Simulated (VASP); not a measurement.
Crystal: InAsS4.

```xyz
6
Lattice="0.0000 3.8924 3.8924 3.8924 0.0000 3.8924 3.8924 3.8924 0.0000" Properties=species:S:1:pos:R:3 pbc="T T T"
In    1.9462    1.9462    1.9462
As    0.0000    0.0000    0.0000
S     2.9926    2.9926    4.7922
S     2.9926    4.7922    2.9926
S     4.7922    4.7922    4.7922
S     4.7922    2.9926    2.9926
```

```yaml
Program: VASP 6.6.1
Task: relaxation of cell and atoms
Functional: PBE
Potentials_or_basis: VASP PAW PBE potentials, release 64 (In_d, As, S)
Cutoff: 600 eV
k_mesh: 8 × 8 × 8
Occupations: gaussian, width 0.1 eV
Spin: no spin polarisation
```

At the start: pressure -0.8 GPa; volume 19.66 Å³/atom.

Q: How do energy, volume and symmetry change on relaxing?

A: Over 17 steps the energy falls by 15.0 meV/atom and the volume is 19.24 Å³/atom (-2.1 %); space group F-43m (No. 216, to 0.05 Å).

The path:
| step | energy change (eV) | largest force (eV/Å) | pressure (GPa) | volume (Å³) |
| --- | --- | --- | --- | --- |
| 1 | 0.0000 | 0.2857 | -0.76 | 117.95 |
| 2 | -0.0203 | 0.2657 | -0.26 | 116.36 |
| 3 | -0.0410 | 0.2061 | 1.50 | 112.01 |
| 4 | -0.0523 | 0.1572 | 1.26 | 112.17 |
| 5 | -0.0724 | 0.0600 | 0.79 | 112.68 |
| 6 | -0.0840 | 0.0192 | 0.56 | 113.69 |
| 7 | 0.0980 | 1.0155 | 2.77 | 115.73 |
| 8 | -0.0847 | 0.0196 | 0.58 | 113.75 |
| 9 | -0.0719 | 0.2227 | 1.12 | 114.74 |
| 10 | -0.0860 | 0.0162 | 0.60 | 113.88 |
| 11 | -0.0866 | 0.0495 | 0.75 | 114.31 |
| 12 | -0.0872 | 0.0011 | 0.65 | 114.07 |
| 13 | -0.0873 | 0.0183 | 0.69 | 114.18 |
| 14 | -0.0889 | 0.0329 | -0.35 | 116.02 |
| 15 | -0.0899 | 0.0145 | 0.04 | 115.30 |
| 16 | -0.0900 | 0.0129 | 0.04 | 115.34 |
| 17 | -0.0902 | 0.0064 | 0.02 | 115.47 |

Final structure:
```
CELL_PARAMETERS angstrom
0.00000 3.86492 3.86492
3.86492 0.00000 3.86492
3.86492 3.86492 0.00000
ATOMIC_POSITIONS crystal
In 0.25000 0.25000 0.25000
As 0.00000 0.00000 0.00000
S 0.63268 0.63268 0.10195
S 0.63268 0.10195 0.63268
S 0.63268 0.63268 0.63268
S 0.10195 0.63268 0.63268
```
